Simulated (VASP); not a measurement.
Here is a VASP 6.6.1 calculation.

INCAR

```
PREC     = Accurate       # precision mode
ENCUT    = 520            # plane-wave cutoff, eV
EDIFF    = 1E-6           # SCF threshold, eV
ISMEAR   = 0              # smearing method
SIGMA    = 0.1            # smearing width, eV
LREAL    = False          # projectors in reciprocal space
LASPH    = True           # aspherical terms in the spheres
NELM     = 150            # most SCF steps
ALGO     = Normal         # electronic algorithm
ISIF     = 2              # what is computed and relaxed
LWAVE    = False          # write WAVECAR
LCHARG   = False          # write CHGCAR
ISPIN    = 2              # spin polarisation
MAGMOM   = 0 0 0.01 2.52 0 0 -0.13 -0.13 # initial moments
LORBIT   = 11             # projections on sites
LMAXMIX  = 4              # l up to which the mixer works
GGA      = PE             # functional
NBANDS   = 47             # bands
```

Contents of KPOINTS:

```
Automatic mesh
0
Gamma
  4 4 2
```

File POSCAR:

```
Rb2BaWS4
1.0
    5.5440000000      0.0000000000      0.0000000000
    0.0000000000      5.5440000000      0.0000000000
    0.0000000000      0.0000000000      8.4418159200
Rb Ba W S
2 1 1 4
Direct
    0.5000000000      0.5000000000      0.2500000000
    0.5000000000      0.5000000000      0.7500000000
    0.0000000000      0.0000000000      0.0000000000
    0.0000000000      0.0000000000      0.5000000000
    0.5000000000      0.0000000000      0.0000000000
    0.0000000000      0.5000000000      0.0000000000
    0.5000000000      0.0000000000      0.5000000000
    0.0000000000      0.5000000000      0.5000000000
```

Potentials or basis: VASP PAW PBE potentials, release 64 (Rb_sv, Ba_sv, W_sv, S).

Run with:

```sh
$ cat potpaw_PBE.64/Rb_sv/POTCAR potpaw_PBE.64/Ba_sv/POTCAR potpaw_PBE.64/W_sv/POTCAR potpaw_PBE.64/S/POTCAR > POTCAR
$ mpirun -np 1 vasp_std > vasp.out
```

(1) Estimate the site moments.

(2) Predict the net moment.

(3) Predict the largest force.

(4) Predict the pressure.

Answers

(1) Rb -0.00; Ba +0.01; W +2.49; S +0.00, -0.11 (each value once) μB.

(2) 3.11 μB per cell.

(3) 0.012 eV/Å.

(4) -2.2 GPa.

Caveat: the k points lie up to 0.37 Å⁻¹ apart.
